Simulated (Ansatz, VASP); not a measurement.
# In4Ru: VASP beside Ansatz

File INCAR:

```
  PREC = Accurate
  ENCUT = 520
  EDIFF = 1E-6
  ISMEAR = 0
  SIGMA = 0.1
  LREAL = False
  LASPH = True
  NELM = 60
  ALGO = Normal
  ISIF = 2
  LWAVE = False
  LCHARG = False
  GGA = PE
  NBANDS = 41
```

The input KPOINTS:

```
regular mesh
0
Gamma
  4 4 4
```

File POSCAR:

```
In4Ru
1.0
    0.0000000000      3.8893807100      3.8893807100
    3.8893807100      0.0000000000      3.8893807100
    3.8893807100      3.8893807100      0.0000000000
In Ru
4 1
Direct
    0.1145396000      0.1145396000      0.1145396000
    0.1145396000      0.1145396000      0.6563811900
    0.1145396000      0.6563811900      0.1145396000
    0.6563811900      0.1145396000      0.1145396000
    0.7500000000      0.7500000000      0.7500000000
```

Input for Ansatz:

```yaml
crystal:
  lattice:
    - [0.0, 3.88938071, 3.88938071]
    - [3.88938071, 0.0, 3.88938071]
    - [3.88938071, 3.88938071, 0.0]
  atoms:
    - { symbol: In, position: [0.1145396, 0.1145396, 0.1145396] }
    - { symbol: In, position: [0.1145396, 0.1145396, 0.65638119] }
    - { symbol: In, position: [0.1145396, 0.65638119, 0.1145396] }
    - { symbol: In, position: [0.65638119, 0.1145396, 0.1145396] }
    - { symbol: Ru, position: [0.75, 0.75, 0.75] }
basis:
  ecutwfc: 420
kpoints:
  mp_grid: { grid: [4, 4, 4] }
hamiltonian:
  xc: pbe
scf:
  occupations: { method: gaussian, width: 0.1 }
  lower_state_search: "off"
output:
  forces: true
  stress: true
  eigenvalues: true
```

Alike in both runs: task single point; functional PBE; k mesh 4 × 4 × 4; occupations gaussian, width 0.1 eV; no spin polarisation.

```csv
,VASP,Ansatz
version,VASP 6.6.1,Ansatz 0.2.0
potentials or method,"VASP PAW PBE potentials, release 64 (In_d, Ru_pv), cutoff 520 eV","scalar-relativistic, plane waves, PAW"
valence electrons in the cell,66,68
```

VASP gave:

```
gap on the k mesh at the Fermi level (eV) : 0.14
least direct gap on the mesh (eV)         : 0.21
pressure (GPa)                            : 13.2
rms of the force components (eV/Å)        : 3.509
```

**Question.** Estimate Ansatz's values.

**Answer.** gap on the k mesh at the Fermi level (eV): 0.14; least direct gap on the mesh (eV): 0.22; pressure (GPa): 13.1; rms of the force components (eV/Å): 3.481.

Atom by atom the forces differ by 0.028 eV/Å (rms over components). VASP's potentials hold 66 valence electrons a cell and Ansatz's 68, so a difference there can come from the potentials and not from the codes.
